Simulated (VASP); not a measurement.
Runs of VASP 6.6.1 on AlNi. The structure is that of space group P4/mmm (No. 123), or close to it. The cells are those of the table. 

```tsv
task	level	potentials or basis	cell	k mesh	cutoff (eV)	grid for exact exchange (PRECFOCK)	share of exact exchange	gap on the mesh (eV)	pressure (GPa)	moment (μB)
relaxation of cell and atoms	PBEsol	VASP PAW PBE potentials, release 64 (Ni, Al)	relaxed to 10 GPa from a = 2.752, b = 2.752, c = 3.099 Å, angles 90.0, 90.0, 90.4°, 2 atoms	10 × 10 × 9	600	-	-	none	10.0	0.00
single point	LDA	VASP PAW LDA potentials, release 64 (Ni, Al)	a = 2.734, b = 2.734, c = 3.079 Å, angles 90.0, 90.0, 90.4°, 2 atoms	10 × 10 × 9	520	-	-	none	-1.2	0.00
single point	PBE0	VASP PAW PBE potentials, release 64 (Ni, Al)	a = 2.734, b = 2.734, c = 3.079 Å, angles 90.0, 90.0, 90.4°, 2 atoms	6 × 6 × 6	520	Normal	0.25	none	4.2	0.05
single point	LDA	VASP PAW LDA potentials, release 64 (Ni, Al)	a = 2.715, b = 2.715, c = 3.058 Å, angles 90.0, 90.0, 90.4°, 2 atoms	10 × 10 × 9	520	-	-	none	2.8	0.00
single point	LDA	VASP PAW LDA potentials, release 64 (Ni, Al)	a = 2.752, b = 2.752, c = 3.099 Å, angles 90.0, 90.0, 90.4°, 2 atoms	10 × 10 × 9	520	-	-	none	(c)	0.00
single point	LDA	VASP PAW LDA potentials, release 64 (Ni, Al)	a = 2.788, b = 2.788, c = 3.140 Å, angles 90.0, 90.0, 90.4°, 2 atoms	10 × 10 × 9	520	-	-	none	-10.3	0.00
single point	LDA	VASP PAW LDA potentials, release 64 (Ni, Al)	a = 2.806, b = 2.806, c = 3.160 Å, angles 90.0, 90.0, 90.4°, 2 atoms	10 × 10 × 9	520	-	-	none	-13.0	0.00
single point	PBEsol	VASP PAW PBE potentials, release 64 (Ni, Al)	a = 2.715, b = 2.715, c = 3.058 Å, angles 90.0, 90.0, 90.4°, 2 atoms	10 × 10 × 9	520	-	-	none	(d)	0.00
single point	LDA	VASP PAW LDA potentials, release 64 (Ni, Al)	a = 2.696, b = 2.696, c = 3.036 Å, angles 90.0, 90.0, 90.4°, 2 atoms	10 × 10 × 9	520	-	-	none	7.0	0.00
single point	PBEsol	VASP PAW PBE potentials, release 64 (Ni, Al)	a = 2.806, b = 2.806, c = 3.160 Å, angles 90.0, 90.0, 90.4°, 2 atoms	10 × 10 × 9	520	-	-	none	(b)	0.00
single point	PBEsol	VASP PAW PBE potentials, release 64 (Ni, Al)	a = 2.770, b = 2.770, c = 3.120 Å, angles 90.0, 90.0, 90.4°, 2 atoms	10 × 10 × 9	520	-	-	none	-2.7	0.00
single point	PBEsol	VASP PAW PBE potentials, release 64 (Ni, Al)	a = 2.752, b = 2.752, c = 3.099 Å, angles 90.0, 90.0, 90.4°, 2 atoms	10 × 10 × 9	520	-	-	none	(a)	0.00
```

Alike in all rows: spin collinear, ferromagnetic start; smearing fermi-dirac 0.05 eV.

Task: Fill in the values left out.

Result: (a) 0.6; (b) -8.3; (c) -4.7; (d) 8.4.

Caveats: some runs use coarse meshes; the moments typed at the start vanished in this run; the PAW data sets were made with another functional, which shifts forces and pressure a little (at least some runs); the cell is relaxed towards a set pressure, so the run minimises the enthalpy, not the energy (at least some runs); the stress differs along the axes, from -6 to 2 GPa (at least some runs); the stress differs along the axes, from -3 to 6 GPa (at least some runs); the stress differs along the axes, from -10 to -1 GPa (at least some runs); the stress differs along the axes, from -15 to -7 GPa (at least some runs).

A gap of «none» marks levels without a gap at the run's occupations.
